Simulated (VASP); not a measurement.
# NaMg2Cl5 in VASP: a series of runs

NaMg2Cl5 is run at these levels: PBE; tasks: single point.

Everything below comes from runs of VASP 6.6.1. Logs are shortened: lines on timing, memory, paths and dates and some standing lists are left out, and cuts for length are marked.

### 1 The cell of the first run

The cell holds an amorphous packing of atoms, 24 atoms: a = 8.493 Å, b = 8.385 Å, c = 8.438 Å, α = 89.37°, β = 86.00°, γ = 91.90°.

### 2 Single point, PBE

The input, INCAR:

```
SYSTEM = NaMg2Cl5
PREC = Accurate ; ENCUT = 520
EDIFF = 1E-6 ; ISMEAR = -1
SIGMA = 0.0991 ; LREAL = Auto
LASPH = .True. ; NELM = 80
ALGO = Normal ; ISIF = 2
LWAVE = .False. ; LCHARG = .True.
GGA = PE ; LELF = .True.
LVHAR = .True. ; NBANDS = 87
ISYM = 0
```

The input, KPOINTS:

```
regular mesh
0
Gamma
  1 1 1
  0 0 0
```

The input, POSCAR:

```
NaMg2Cl5
1.0
    8.4867630000     -0.1409510000      0.2958770000
   -0.1409510000      8.3834470000      0.0484200000
    0.2958770000      0.0484200000      8.4326000000
Na Cl Mg
3 15 6
Direct
    0.6317167337      0.4295890512      0.9045035750
   -0.0438870488      0.4931154557      0.4807473991
    0.2112031539      0.1430572528      0.8617802353
    0.9405926532      0.0676397005      0.6815702338
    0.2122314399      0.5611350910      0.3625142230
    0.8459020395      0.8379235876      0.3575743878
    0.4279649391      0.8458509303      0.3409880601
    0.7231356028      1.0600654462      0.0137381636
    0.7222058455      0.5256843786      0.1931744970
    0.3447810118      0.3006176470      0.5547731805
    0.1390854475      0.8850383235      0.0641543841
    0.6809524458      0.1692638582      0.4005647223
    0.4298724343      0.6587622542      0.9868753843
    0.3904105141      0.2809591133      0.0857686204
    0.6437606511      0.5909699721      0.6382541878
    0.0571976654      0.2980000777      0.2425074547
    0.0218953312      0.5207552580      0.8796171650
    0.4639734733      0.9812252514      0.7196124557
    0.7035036967      0.9626103194      0.6128450116
    0.3947424845      0.1361105724      0.3417095918
    0.6159821455      0.7789798875      0.1632114466
    0.4840786304      0.5029247919      0.4556594228
    0.9419941941      0.0310930661      0.1798420484
    0.1618388166      0.5502416609      0.0769422142
```

Potentials or basis: VASP PAW PBE potentials, release 64 (Na_pv, Cl, Mg).

Run with:

```bash
cat potpaw_PBE.64/Na_pv/POTCAR potpaw_PBE.64/Cl/POTCAR potpaw_PBE.64/Mg/POTCAR > POTCAR
mpirun -np 1 vasp_gam > vasp.out
```

OUTCAR:

```text
SYSTEM = NaMg2Cl5
   PREC = Accurate
   ENCUT = 520
   EDIFF = 1E-6
   ISMEAR = -1
   LREAL = Auto
   LASPH = .True.
   NELM = 80
   ISIF = 2
   GGA = PE
   ISYM = 0

 ion  position               nearest neighbor table
   1  0.632  0.430  0.905-  15 2.60  13 2.68   9 2.73  14 2.73
   2  0.956  0.493  0.481-   5 2.38  16 2.72
   3  0.211  0.143  0.862-
   4  0.941  0.068  0.682-  19 2.29
   5  0.212  0.561  0.363-   2 2.38  24 2.48  22 2.55
   6  0.846  0.838  0.358-  23 2.29  19 2.64  21 2.67
   7  0.428  0.846  0.341-  21 2.20  20 2.46  22 3.09
   8  0.723  0.060  0.014-  23 2.42  21 2.76
   9  0.722  0.526  0.193-  21 2.35   1 2.73  22 2.89
  10  0.345  0.301  0.555-  22 2.16  20 2.30
  11  0.139  0.885  0.064-  23 2.28  24 2.82
  12  0.681  0.169  0.401-  19 2.50  20 2.52  23 3.06
  13  0.430  0.659  0.987-  21 2.45  24 2.49   1 2.68
  14  0.390  0.281  0.086-  20 2.47   1 2.73  24 3.03
  15  0.644  0.591  0.638-  22 2.24   1 2.60  19 3.14
  16  0.057  0.298  0.243-  23 2.49  24 2.62   2 2.72
  17  0.022  0.521  0.880-  24 2.12
  18  0.464  0.981  0.720-  19 2.18
  19  0.704  0.963  0.613-  18 2.18   4 2.29  12 2.50   6 2.64  15 3.14
  20  0.395  0.136  0.342-  10 2.30   7 2.46  14 2.47  12 2.52  22 3.31
  21  0.616  0.779  0.163-   7 2.20   9 2.35  13 2.45   6 2.67   8 2.76  23 3.44  22 3.47
  22  0.484  0.503  0.456-  10 2.16  15 2.24   5 2.55   9 2.89   7 3.09  20 3.31  21 3.47
  23  0.942  0.031  0.180-  11 2.28   6 2.29   8 2.42  16 2.49  12 3.06  21 3.44
  24  0.162  0.550  0.077-  17 2.12   5 2.48  13 2.49  16 2.62  11 2.82  14 3.03

IMPORTANT INFORMATION: All symmetrisations will be switched off!
NOSYMM: (Re-)initialisation of all symmetry stuff for point group C_1.

----------------------------------------------------------------------------------------

                                     Primitive cell

  volume of cell :     599.0400

  direct lattice vectors                    reciprocal lattice vectors
     8.486763000 -0.140951000  0.295877000     0.118008664  0.002008062 -0.004152133
    -0.140951000  8.383447000  0.048420000     0.002008062  0.119320803 -0.000755598
     0.295877000  0.048420000  8.432600000    -0.004152133 -0.000755598  0.118737413

  length of vectors
     8.493088755  8.384771630  8.437928090     0.118098760  0.119340090  0.118812391

  position of ions in fractional coordinates (direct lattice)
     0.631716734  0.429589051  0.904503575
     0.956112951  0.493115456  0.480747399
     0.211203154  0.143057253  0.861780235
     0.940592653  0.067639701  0.681570234
     0.212231440  0.561135091  0.362514223
     0.845902039  0.837923588  0.357574388
[... 16 lines left out ...]
     0.941994194  0.031093066  0.179842048
     0.161838817  0.550241661  0.076942214

  ion indices of the primitive-cell ions
   primitive index   ion index
                 1           1
                 2           2
                 3           3
                 4           4
                 5           5
                 6           6
[... 16 lines left out ...]
                23          23
                24          24

----------------------------------------------------------------------------------------

 KPOINTS: regular mesh

Automatic generation of k-mesh.
 Grid dimensions read from file:
 generate k-points for:    1    1    1

 Generating k-lattice:

  Cartesian coordinates                     Fractional coordinates (reciprocal lattice)
     0.118008664  0.002008062 -0.004152133     1.000000000 -0.000000000  0.000000000
     0.002008062  0.119320803 -0.000755598     0.000000000  1.000000000  0.000000000
    -0.004152133 -0.000755598  0.118737413     0.000000000  0.000000000  1.000000000

  Length of vectors
     0.118098760  0.119340090  0.118812391

  Shift w.r.t. Gamma in fractional coordinates (k-lattice)
     0.000000000  0.000000000  0.000000000

 Subroutine IBZKPT returns following result:
 ===========================================

 Found      1 irreducible k-points:

 Following reciprocal coordinates:
            Coordinates               Weight
  0.000000  0.000000  0.000000      1.000000
   k-points           NKPTS =      1   k-points in BZ     NKDIM =      1   number of bands    NBANDS=     87
   number of dos      NEDOS =    301   number of ions     NIONS =     24
   total plane-waves  NPLWV = 262144
   dimension x,y,z NGX =    64 NGY =   64 NGZ =   64
   dimension x,y,z NGXF=   128 NGYF=  128 NGZF=  128
   ions per type =               3  15   6
   NGX,Y,Z   is equivalent  to a cutoff of  12.53, 12.69, 12.61 a.u.
   NGXF,Y,Z  is equivalent  to a cutoff of  25.06, 25.38, 25.22 a.u.
 SYSTEM =  NaMg2Cl5
   PREC   = accura    normal or accurate (medium, high low for compatibility)
   ISTART =      0    job   : 0-new  1-cont  2-samecut
   ICHARG =      2    charge: 1-file 2-atom 10-const
   ISPIN  =      1    spin polarized calculation?
   LNONCOLLINEAR =      F non collinear calculations
   LSORBIT =      F    spin-orbit coupling
   LASPH  =      T    aspherical Exc in radial PAW
   ENCUT  =  520.0 eV  38.22 Ry    6.18 a.u.  15.79 15.59 15.69*2*pi/ulx,y,z
   NELM   =     80;   NELMIN=  2; NELMDL= -5     # of ELM steps
   EDIFF  = 0.1E-05   stopping-criterion for ELM
   LREAL  =      T    real-space projection
   EDIFFG = 0.1E-04   stopping-criterion for IOM
   NSW    =      0    number of steps for IOM
   IBRION =     -1    ionic relax: 0-MD 1-quasi-New 2-CG
   NFREE  =      0    steps in history (QN), initial steepest desc. (CG)
   ISIF   =      2    stress and relaxation
   ISYM   =      0    0-nonsym 1-usesym 2-fastsym
   POTIM  = 0.5000    time-step for ionic-motion
   TEBEG  =    0.0;   TEEND  =   0.0 temperature during run
   PSTRESS=    0.0 pullay stress
   NELECT =     138.0000    total number of electrons
   NUPDOWN=      -1.0000    fix difference up-down
   EMIN   =  10.00;   EMAX   =-10.00  energy-range for DOS
   EFERMI =   0.00;   METHOD = LEGACY
   ISMEAR =    -1;   SIGMA  =   0.10  broadening in eV -4-tet -1-fermi 0-gaus
   EFERMI_NEDOS =   21; number of points for ismear=-14 and -15
   IALGO  =     38    algorithm
   IMIX   =      4    mixing-type and parameters
     AMIX     =   0.40;   BMIX     =  1.00
     AMIX_MAG =   1.60;   BMIX_MAG =  1.00
  volume/ion in A,a.u.               =      24.96       168.44
  Fermi-wavevector in a.u.,A,eV,Ry     =   1.003574  1.896479 13.703245  1.007160
  Thomas-Fermi vector in A             =   2.136134
   LORBIT       =      0    0 simple, 1 ext, 2 COOP (PROOUT), +10 PAW based schemes
   GGA     = PE    functional components
   LHFCALC =     F    Hartree Fock is set to
   AEXX    =    0.0000 exact exchange contribution
   IVDW    =     0    specifies the selected vdW correction
   LEPSILON=     F    determine dielectric tensor
   LRPA    =     F    only Hartree local field effects (RPA)
 non-spin polarized calculation
  energy-cutoff  :      520.00
  volume of cell :      599.04
 maximum number of plane-waves:      8062
 NGX is ok and might be reduce to    64
   NGX = 31   NGY = 31   NGZ = 31

 number of electron     138.0000006 magnetization

 Free energy of the ion-electron system (eV)
  ---------------------------------------------------
  ext. energy  EPLUGINS =         0.00000000
  ---------------------------------------------------
  free energy    TOTEN  =       -77.66163870 eV

  energy without entropy =      -77.66163843  energy(sigma->0) =      -77.66163856

 E-fermi :   1.9531     XC(G=0):  -7.8383

 val. band max:        0.2065570603   @ k =   0.0000   0.0000   0.0000
 cond. band min:       3.6468700984   @ k =   0.0000   0.0000   0.0000
 fundamental gap:      3.4403130381
 Fermi energy:         1.9531408060

 k-point     1 :       0.0000    0.0000    0.0000
  band No.  band energies     occupation
      1     -22.1732      2.00000
      2     -22.1520      2.00000
      3     -22.1411      2.00000
      4     -21.9572      2.00000
      5     -21.9401      2.00000
      6     -21.9150      2.00000
[... 73 lines left out ...]
     80       6.9453      0.00000
     81       7.0369      0.00000
 [bands above 81 left out]

------------------------ aborting loop because EDIFF is reached ----------------------------------------

  FORCE on cell =-STRESS in cart. coord.  units (eV):
  Direction    XX          YY          ZZ          XY          YZ          ZX
  --------------------------------------------------------------------------------------
  -------------------------------------------------------------------------------------
  Total       13.5352675     11.4448636     12.9601109      4.1130853      2.1585227     -3.9871226
  in kB       36.2010859     30.6101441     34.6627864     11.0007545      5.7731304    -10.6638577
  external PRESSURE =      33.8246722 kB  Pullay stress =       0.0000000 kB

 VOLUME and BASIS-vectors are now :
 -----------------------------------------------------------------------------
  energy-cutoff  :      520.00
  volume of cell :      599.04
      direct lattice vectors                 reciprocal lattice vectors
     8.486763000 -0.140951000  0.295877000     0.118008664  0.002008062 -0.004152133
    -0.140951000  8.383447000  0.048420000     0.002008062  0.119320803 -0.000755598
     0.295877000  0.048420000  8.432600000    -0.004152133 -0.000755598  0.118737413

 POSITION                                       TOTAL-FORCE (eV/Angst)
 -----------------------------------------------------------------------------------
      5.56830      3.55619      7.83503         0.225888     -0.419999      0.276310
      8.18704      4.02252      4.36072        -1.100933     -0.268367      0.567402
      2.02725      1.21127      7.33646        -0.049039     -0.191185     -0.217918
      8.17471      0.46748      6.02898         0.573488      0.166017     -0.038881
      1.82933      4.69189      3.14690         1.187660      1.434604     -0.133876
      7.16666      6.92277      3.30614        -0.192468     -0.593211      0.653673
[... 16 lines left out ...]
      8.04331      0.13660      1.79676        -0.510330      1.264185     -0.164312
      1.31870      4.59384      0.72335         1.560873      0.371669      1.685239
 -----------------------------------------------------------------------------------
    total drift:                               -0.002955      0.000666      0.005798

  FREE ENERGIE OF THE ION-ELECTRON SYSTEM (eV)
  ---------------------------------------------------
  free  energy   TOTEN  =       -77.6616387035 eV

  energy  without entropy=      -77.6616384256  energy(sigma->0) =      -77.66163856
```

Wall time 86 s (1 thread of Intel Xeon Platinum 8259CL at 2.50GHz (Skylake/Cascade Lake), shared host); peak memory 0.52 GiB.

What came out:

```yaml
Free_energy: -77.6616 eV
Pressure: 3.4 GPa
Largest_force: 2.327 eV/Å
Band_gap_on_the_k_mesh: 3.44 eV
```

Forces in eV/Å, atoms in the order of the input:
```
Na   0.226 -0.420  0.276
Na  -1.101 -0.268  0.567
Na  -0.049 -0.191 -0.218
Cl   0.573  0.166 -0.039
Cl   1.188  1.435 -0.134
Cl  -0.192 -0.593  0.654
Cl  -0.554  1.052  0.873
Cl   0.088 -1.003  0.642
Cl  -0.476 -0.132  0.635
Cl  -1.130 -1.306  1.254
Cl   0.071  0.061 -0.111
Cl  -0.397  0.538  0.006
Cl   0.035  0.152 -0.180
Cl   0.255 -0.467  0.270
Cl   0.709  0.404  0.046
Cl  -1.140 -1.811 -0.488
Cl  -1.072 -0.469 -1.757
Cl  -0.938 -0.153  0.555
Mg   0.882  0.136 -0.771
Mg   0.750 -0.407 -0.769
Mg   0.874  0.420 -1.280
Mg   0.347  1.221 -1.552
Mg  -0.510  1.264 -0.164
Mg   1.561  0.372  1.685
```

Stress tensor (GPa, compression positive):
```
 3.62  1.10 -1.07
 1.10  3.06  0.58
-1.07  0.58  3.47
```

Levels at points of the mesh, in eV from the valence-band top:
| k point | band 65 | band 66 | band 67 | band 68 | band 69 | band 70 | band 71 | band 72 | band 73 | band 74 |
| --- | --- | --- | --- | --- | --- | --- | --- | --- | --- | --- |
| (0.00, 0.00, 0.00) | -0.59 | -0.42 | -0.24 | -0.05 | 0.00 | 3.44 | 4.88 | 5.09 | 5.61 | 5.70 |

Caveat: the k points lie up to 0.75 Å⁻¹ apart.

(Continued in part 2 of 2.)
